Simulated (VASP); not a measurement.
Runs of VASP 6.6.1 on Mg3ZnS4. It takes space group P4/mmm (No. 123, tetragonal). The conventional cell has a = 3.677 Å, b = 3.677 Å, c = 10.397 Å, α = 90.00°, β = 90.00°, γ = 90.00°. Within 3.4 Å of Mg (site symmetry 4mm) lie 6 S at 2.57 to 2.63 Å. Mg (site symmetry 4/mmm) has 6 S at 2.60 to 2.64 Å within 3.4 Å. Within 3.4 Å of Zn (site symmetry 4/mmm) lie 6 S at 2.56 to 2.60 Å. Within 3.4 Å of S (site symmetry 4/mmm) lie 2 Mg at 2.57 Å and 4 Zn at 2.60 Å. S (site symmetry 4mm) has 1 Zn at 2.56 Å and 5 Mg at 2.60 to 2.64 Å within 3.4 Å. Within 3.4 Å of S (site symmetry 4/mmm) lie 6 Mg at 2.60 to 2.63 Å. 

```tsv
level	k mesh	smearing	gap on the mesh (eV)	pressure (GPa)	largest force (eV/Å)
PBE	8 × 8 × 4	gaussian 0.02 eV	1.02	-0.2	0.02
PBEsol	8 × 8 × 4	gaussian 0.02 eV	0.95	-2.7	0.07
PBE	4 × 4 × 2	gaussian 0.1 eV	(a)	0.0	0.01
PBE	6 × 6 × 2	gaussian 0.1 eV	1.02	-0.2	0.02
```

Alike in all rows: task single point; potentials or basis VASP PAW PBE potentials, release 64 (Mg, Zn, S); no spin polarisation; cell as given; cutoff (eV) 520.

Question: Estimate the missing entries.

Answer: (a) 1.00.

Caveats: some runs use coarse meshes; the PAW data sets were made with another functional, which shifts forces and pressure a little (at least some runs).

A k mesh can miss the band edges.
